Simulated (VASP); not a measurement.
AlN, 4 atoms in the cell. Symmetry: P6_3mc, No. 186, hexagonal system. Conventional cell: a = 3.111 Å, b = 3.111 Å, c = 5.127 Å, α = 90.00°, β = 90.00°, γ = 120.00°. Within 2.5 Å of Al (site symmetry 3m) lie 4 N at 1.89 to 1.97 Å. Within 2.5 Å of N (site symmetry 3m) lie 4 Al at 1.89 to 1.97 Å.  This cell differs from its parent crystal: strain +0.000 along x and y, +0.030 along z.

```yaml
Program: VASP 6.6.1
Task: single point
Functional: PBEsol
Potentials_or_basis: VASP PAW PBE potentials, release 64 (Al, N)
Cutoff: 600 eV
k_mesh: 12 × 12 × 6
Occupations: gaussian, width 0.05 eV
Spin: no spin polarisation
Dipole_correction: no
Further_INCAR_settings: ALGO = Normal; EDIFF = 1e-06; NBANDS = 16
```

Potentials or basis: VASP PAW PBE potentials, release 64 (Al, N).

Launch:

```bash
$ cat potpaw_PBE.64/Al/POTCAR potpaw_PBE.64/N/POTCAR > POTCAR
$ mpirun -np 1 vasp_std > vasp.out
```

Hardware: 1 thread of Intel(R) Xeon(R) 6975P-C (Granite Rapids) (shared host).

Question: Estimate the wall time of this run.

Answer: Run time: 23 s on 1 thread of Intel(R) Xeon(R) 6975P-C (Granite Rapids), with other jobs on the host, peak memory 0.2 GiB. Counts: scf iterations 12, k points 76.
